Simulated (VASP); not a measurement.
## B3P: single point with PBE

Crystal: B3P.

```xyz
4
Lattice="3.1404 0.0000 0.0000 0.0000 3.1404 0.0000 0.0000 0.0000 3.1404" Properties=species:S:1:pos:R:3 pbc="T T T"
B     0.0000    1.5702    1.5702
B     1.5702    0.0000    1.5702
B     1.5702    1.5702    0.0000
P     0.0000    0.0000    0.0000
```

```json
{
  "Program": "VASP 6.6.1",
  "Task": "single point",
  "Functional": "PBE",
  "Potentials or basis": "VASP PAW PBE potentials, release 64 (B, P)",
  "Cutoff": "500 eV",
  "k mesh": "14 × 14 × 14",
  "Occupations": "methfessel-paxton, width 0.1 eV",
  "Spin": "no spin polarisation",
  "Dipole correction": "no",
  "Further INCAR settings": "ALGO = Normal; EDIFF = 1e-06; NBANDS = 15"
}
```

```
Pressure               : -0.4 GPa
Band gap on the k mesh : zero (band 7 reaches 12.49 eV, above the bottom of band 8 at 4.20 eV)
```

Levels at points of the mesh, in eV from the Fermi level:
| k point | band 4 | band 5 | band 6 | band 7 | band 8 | band 9 | band 10 | band 11 |
| --- | --- | --- | --- | --- | --- | --- | --- | --- |
| (0.00, 0.00, 0.00) | -7.16 | -3.39 | -2.81 | -2.81 | 3.96 | 3.96 | 3.96 | 4.60 |
| (0.50, 0.00, 0.00) | -4.02 | -3.37 | -3.37 | -1.72 | -0.43 | -0.42 | 1.07 | 6.96 |
| (0.50, 0.50, 0.00) | -10.66 | -0.65 | -0.61 | -0.61 | 0.80 | 0.95 | 2.79 | 2.83 |
| (0.50, 0.50, 0.50) | -9.86 | -8.13 | -6.69 | -6.69 | -6.69 | 9.43 | 9.43 | 9.43 |

Run time: 16 s on 1 thread of Intel(R) Xeon(R) Platinum 8559C (Emerald Rapids) (shared host), peak memory 0.16 GiB.
